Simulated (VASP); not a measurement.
Write the native input for VASP 6.6.1 that does the following.

* Task: single point
* Functional: PBEsol
* Potentials or basis: VASP PAW PBE potentials, release 64 (C, O)
* Cutoff: 520 eV
* k mesh: 1 × 1 × 1
* Occupations: fermi-dirac, width 0.02 eV
* Spin: no spin polarisation
* Dipole correction: no
* Further INCAR settings: LREAL = Auto; ALGO = Normal; EDIFF = 1e-06; NBANDS = 101

The structure of CO2 lies in POSCAR:

```
CO2
1.0
    8.7065880000      0.0000000000      0.0000000000
    0.0000000000      8.7065880000      0.0000000000
    0.0000000000      0.0000000000      8.7065880000
C O
10 20
Direct
    0.7767566353      0.4879178847      0.3253628172
    0.4024079237      0.5282896124      0.9447903128
    0.9498209861      0.1248939309      1.0443700793
    0.4095059971      0.2356491429      0.5466779868
    0.4999892036      0.0598282588      0.9759161683
    0.8058840042      0.4132043460      0.7617794709
    0.7203855288      0.7948004431      0.5634583835
    0.2246459807      0.6143623656      0.3345168050
    0.1503688931      0.9999554360      0.3906926571
    0.0883583787      0.7286321576      0.7510634476
    0.7585290587      0.4040733293      0.4306164481
    0.7954321486      0.5633550135      0.2185930930
    0.3827791093      0.6288111945      0.8572933507
    0.4083344704      0.4225306170      1.0287497238
    0.9867240761      0.2131259685      1.1417216480
    0.9164439617      0.0386718655      0.9464442328
    0.3625415605      0.3563049038      0.5048820502
    0.4650271725      0.1156710298      0.5837878168
    0.5736001290      0.0318839022      0.8676188652
    0.4210834370      0.0859578976      1.0863382992
    0.9210611551      0.3610599238      0.7346850454
    0.6863997699      0.4644528948      0.7970056697
    0.6341634633      0.8017377186      0.4607315748
    0.8027025053      0.7855890275      0.6702051366
    0.1113524609      0.6050475801      0.4069217471
    0.3317373005      0.6109281845      0.2516600073
    0.1565596075      0.9248399028      0.2811089717
    0.1277538342      1.0805955215      0.4962104558
    0.0232582500      0.6557563078      0.8446592396
    0.1684471575      0.8011634408      0.6732947511
```

The input as run:

INCAR

```
SYSTEM = CO2
PREC = Accurate
ENCUT = 520
EDIFF = 1E-6
ISMEAR = -1
SIGMA = 0.02
LREAL = Auto
LASPH = .True.
NELM = 60
ALGO = Normal
ISIF = 2
LWAVE = .False.
LCHARG = .True.
GGA = PS
LELF = .True.
LVHAR = .True.
NBANDS = 101
```

KPOINTS

```
Automatic mesh
0
Gamma
  1 1 1
  0 0 0
```

Potentials or basis: VASP PAW PBE potentials, release 64 (C, O).

Launch:

```console
$ cat potpaw_PBE.64/C/POTCAR potpaw_PBE.64/O/POTCAR > POTCAR
$ mpirun -np 1 vasp_gam > vasp.out
```

It gave:

```
Pressure               : 0.6 GPa
Largest force          : 5.399 eV/Å
Band gap on the k mesh : 6.20 eV
```

Caveat: the k points lie up to 0.72 Å⁻¹ apart; the PAW data sets were made with another functional, which shifts forces and pressure a little.

Wall time 2.4 min on 1 thread of AMD EPYC 7R13 Processor (Zen 3), on a shared host, peak memory 0.65 GiB.
